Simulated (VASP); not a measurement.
# Ti4N4F in VASP: single point with PBEsol

Aim: the single point of Ti4N4F with PBEsol.

Program: VASP 6.6.1. These are calculated values, not measurements. Logs are shortened: lines on timing, memory, paths and dates and some standing lists are left out, and cuts for length are marked.

**1. The cell of the first run**

The cell holds a slab with vacuum, 9 atoms: a = 2.973 Å, b = 2.973 Å, c = 27.495 Å, α = 90.00°, β = 90.00°, γ = 120.00°.

**2. Single point, PBEsol**

Contents of INCAR:

```
SYSTEM = Ti4N4F
  PREC = Accurate
  ENCUT = 520
  EDIFF = 1E-7
  ISMEAR = 0
  SIGMA = 0.1
  LREAL = .False.
  LASPH = .True.
  NELM = 60
  ALGO = Normal
  ISIF = 2
  LWAVE = .False.
  LCHARG = .False.
  LDIPOL = .True.
  IDIPOL = 3
  DIPOL = 0.5 0.5 0.487
  GGA = PS
  NBANDS = 48
```

Contents of KPOINTS:

```
regular mesh
0
Gamma
  12 12 1
  0 0 0
```

Contents of POSCAR:

```
Ti4N4F
1.0
    2.9726300472      0.0000000000      0.0000000000
   -1.4863150236      2.5743731369      0.0000000000
    0.0000000000      0.0000000000     27.4949979446
N Ti F
4 4 1
Direct
    0.3333333333      0.6666666667      0.3091471408
    0.0000000000      0.0000000000      0.3974229164
    0.6666666667      0.3333333333      0.4854147359
    0.3333333333      0.6666666667      0.5753533913
    0.6666666667      0.3333333333      0.3532850285
    0.3333333333      0.6666666667      0.4415608042
    0.0000000000      0.0000000000      0.5302006077
    0.6666666667      0.3333333333      0.6138598945
    0.6666666667      0.5833333333      0.6735062802
```

Potentials or basis: VASP PAW PBE potentials, release 64 (N, Ti_sv, F).

Command:

```bash
> cat potpaw_PBE.64/N/POTCAR potpaw_PBE.64/Ti_sv/POTCAR potpaw_PBE.64/F/POTCAR > POTCAR
> mpirun -np 1 vasp_std > vasp.out
```

OUTCAR:

```text
SYSTEM = Ti4N4F
   PREC = Accurate
   ENCUT = 520
   EDIFF = 1E-7
   ISMEAR = 0
   LREAL = .False.
   LASPH = .True.
   NELM = 60
   ISIF = 2
   GGA = PS

 ion  position               nearest neighbor table
   1  0.333  0.667  0.309-   5 2.10   5 2.10   5 2.10
   2  0.000  0.000  0.397-   6 2.10   6 2.10   6 2.10   5 2.10   5 2.10   5 2.10
   3  0.667  0.333  0.485-   6 2.10   6 2.10   6 2.10   7 2.11   7 2.11   7 2.11
   4  0.333  0.667  0.575-   8 2.02   8 2.02   8 2.02   7 2.12   7 2.12   7 2.12
   5  0.667  0.333  0.353-   1 2.10   1 2.10   1 2.10   2 2.10   2 2.10   2 2.10
   6  0.333  0.667  0.442-   3 2.10   3 2.10   3 2.10   2 2.10   2 2.10   2 2.10
   7  0.000  0.000  0.530-   3 2.11   3 2.11   3 2.11   4 2.12   4 2.12   4 2.12   8 2.87   8 2.87
                             8 2.87
   8  0.667  0.333  0.614-   9 1.80   4 2.02   4 2.02   4 2.02   7 2.87   7 2.87   7 2.87
   9  0.667  0.583  0.674-   8 1.80

  LATTYP: Found a hexagonal cell.
 ALAT       =     2.9726300472
 C/A-ratio  =     9.2493843862

  Lattice vectors:

 A1 = (   2.9726300472,   0.0000000000,   0.0000000000)
 A2 = (  -1.4863150236,   2.5743731369,   0.0000000000)
 A3 = (   0.0000000000,   0.0000000000,  27.4949979446)

Analysis of symmetry for initial positions (statically):
=====================================================================
 Subroutine PRICEL returns:
 Original cell was already a primitive cell.

 Routine SETGRP: Setting up the symmetry group for a
 hexagonal supercell.

 Subroutine GETGRP returns: Found  1 space group operations
 (whereof  1 operations were pure point group operations)
 out of a pool of 24 trial point group operations.

The static configuration has the point symmetry C_1 .

Analysis of symmetry for dynamics (positions and initial velocities):
=====================================================================
 Subroutine PRICEL returns:
 Original cell was already a primitive cell.

 Routine SETGRP: Setting up the symmetry group for a
 hexagonal supercell.

 Subroutine GETGRP returns: Found  1 space group operations
 (whereof  1 operations were pure point group operations)
 out of a pool of 24 trial point group operations.

The dynamic configuration has the point symmetry C_1 .

 Subroutine INISYM returns: Found  1 space group operations
 (whereof  1 operations are pure point group operations),
 and found     1 'primitive' translations

[... 123 lines left out ...]
   ISMEAR =     0;   SIGMA  =   0.10  broadening in eV -4-tet -1-fermi 0-gaus
   EFERMI_NEDOS =   21; number of points for ismear=-14 and -15
   IALGO  =     38    algorithm
   IMIX   =      4    mixing-type and parameters
     AMIX     =   0.40;   BMIX     =  1.00
     AMIX_MAG =   1.60;   BMIX_MAG =  1.00
  volume/ion in A,a.u.               =      23.38       157.77
  Fermi-wavevector in a.u.,A,eV,Ry     =   1.160753  2.193506 18.331783  1.347348
  Thomas-Fermi vector in A             =   2.297332
   LORBIT       =      0    0 simple, 1 ext, 2 COOP (PROOUT), +10 PAW based schemes
   GGA     = PS    functional components
   LHFCALC =     F    Hartree Fock is set to
   AEXX    =    0.0000 exact exchange contribution
   IVDW    =     0    specifies the selected vdW correction
   LEPSILON=     F    determine dielectric tensor
   LRPA    =     F    only Hartree local field effects (RPA)
 non-spin polarized calculation
 Gauss-broadening in eV      SIGMA  =   0.10
  energy-cutoff  :      520.00
  volume of cell :      210.41
 maximum number of plane-waves:      5757
 NGX is ok and might be reduce to    24
   NGX = 11   NGY = 11   NGZ =103

 dipolmoment           0.000000      0.000000      0.097673 electrons x Angstroem

 number of electron      75.0000021 magnetization

 dipolmoment           0.000000      0.000000     -0.059396 electrons x Angstroem

 Free energy of the ion-electron system (eV)
  ---------------------------------------------------
  ext. energy  EPLUGINS =         0.00000000
  ---------------------------------------------------
  free energy    TOTEN  =       -84.57515135 eV

  energy without entropy =      -84.54656642  energy(sigma->0) =      -84.56085888

 E-fermi :  -0.4014     XC(G=0):  -5.7619

 val. band max:       -0.4040388737   @ k =  -0.3333   0.4167   0.0000
 cond. band min:      -0.4006743182   @ k =  -0.2500   0.2500   0.0000
 fundamental gap:      0.0033645555
 Fermi energy:        -0.4013728194

 k-point     1 :       0.0000    0.0000    0.0000
  band No.  band energies     occupation
      1     -57.9551      2.00000
      2     -57.8276      2.00000
      3     -57.6872      2.00000
      4     -56.7051      2.00000
      5     -34.7099      2.00000
      6     -34.4826      2.00000
[... 1213 lines left out ...]
     47       2.0206      0.00000
     48       2.2520      0.00000

 [... further k-points ...]

------------------------ aborting loop because EDIFF is reached ----------------------------------------

 vacuum level on the upper side and lower side of the slab       (xc-potential included)        -0.819         0.568

  FORCE on cell =-STRESS in cart. coord.  units (eV):
  Direction    XX          YY          ZZ          XY          YZ          ZX
  --------------------------------------------------------------------------------------
  -------------------------------------------------------------------------------------
  Total        0.4034657      0.7164325     -2.7277158      0.2270166      1.3807810     -0.6387688
  in kB        3.0722115      5.4553147    -20.7703420      1.7286304     10.5140330     -4.8639404
  external PRESSURE =      -4.0809386 kB  Pullay stress =       0.0000000 kB

 VOLUME and BASIS-vectors are now :
 -----------------------------------------------------------------------------
  energy-cutoff  :      520.00
  volume of cell :      210.41
      direct lattice vectors                 reciprocal lattice vectors
     2.972630047  0.000000000  0.000000000     0.336402440  0.194222039  0.000000000
    -1.486315024  2.574373137  0.000000000     0.000000000  0.388444078  0.000000000
     0.000000000  0.000000000 27.494997945     0.000000000  0.000000000  0.036370252

 POSITION                                       TOTAL-FORCE (eV/Angst)
 -----------------------------------------------------------------------------------
     -0.00000      1.71625      8.50000         0.003750     -0.005208      4.447806
      0.00000      0.00000     10.92714         0.002195     -0.014980      1.281651
      1.48632      0.85812     13.34648        -0.011460      0.006550      0.154288
     -0.00000      1.71625     15.81934         0.071506     -0.357674     -0.149420
      1.48632      0.85812      9.71357        -0.004738     -0.001088     -5.824172
     -0.00000      1.71625     12.14071         0.014076      0.036942     -0.030632
      0.00000      0.00000     14.57786         0.039189     -0.130912     -0.234718
      1.48632      0.85812     16.87808         0.151685      0.003504      0.201420
      1.11474      1.50172     18.51805        -0.266203      0.462866      0.153776
 -----------------------------------------------------------------------------------
    total drift:                               -0.000010      0.000017     -0.001145

  FREE ENERGIE OF THE ION-ELECTRON SYSTEM (eV)
  ---------------------------------------------------
  free  energy   TOTEN  =       -84.5751513477 eV

  energy  without entropy=      -84.5465664198  energy(sigma->0) =      -84.56085888

 vacuum level on the upper side and lower side of the slab         6.134         7.549
```

OSZICAR:

```text
N       E                     dE             d eps       ncg     rms          rms(c)
DAV:   1     0.109107911491E+04    0.10911E+04   -0.39154E+04  7640   0.163E+03
DAV:   2     0.837354276125E+02   -0.10073E+04   -0.97040E+03  7920   0.519E+02
DAV:   3    -0.873897595210E+02   -0.17113E+03   -0.16846E+03 10264   0.199E+02
[... 29 lines left out ...]
DAV:  33    -0.845751499737E+02   -0.79310E-06   -0.11658E-07  5232   0.304E-03    0.428E-04
DAV:  34    -0.845751506641E+02   -0.69046E-06   -0.62801E-08  5072   0.147E-03    0.318E-04
DAV:  35    -0.845751510517E+02   -0.38760E-06   -0.18748E-08  4568   0.832E-04    0.306E-04
DAV:  36    -0.845751512902E+02   -0.23850E-06   -0.11153E-08  4144   0.628E-04    0.215E-04
DAV:  37    -0.845751513477E+02   -0.57507E-07   -0.35560E-09  4016   0.375E-04
   1 F= -.84575151E+02 E0= -.84560859E+02  d E =-.285849E-01
```

It took 62 min on 1 thread of Intel Xeon 8259CL, shared host; peak memory 0.76 GiB.

Results:

| Quantity | Value |
| --- | --- |
| Free energy | -84.5752 eV |
| Largest force | 5.824 eV/Å |
| Band gap on the k mesh | zero (an odd number of electrons rules out a gap without spin polarisation) |

Forces on the atoms (eV/Å):
```
N    0.004 -0.005  4.448
N    0.002 -0.015  1.282
N   -0.011  0.007  0.154
N    0.072 -0.358 -0.149
Ti  -0.005 -0.001 -5.824
Ti   0.014  0.037 -0.031
Ti   0.039 -0.131 -0.235
Ti   0.152  0.004  0.201
F   -0.266  0.463  0.154
```

Caveat: the PAW data sets were made with another functional, which shifts forces and pressure a little; an odd number of electrons without spin polarisation forces a metal; a magnetic or distorted state may lie lower.
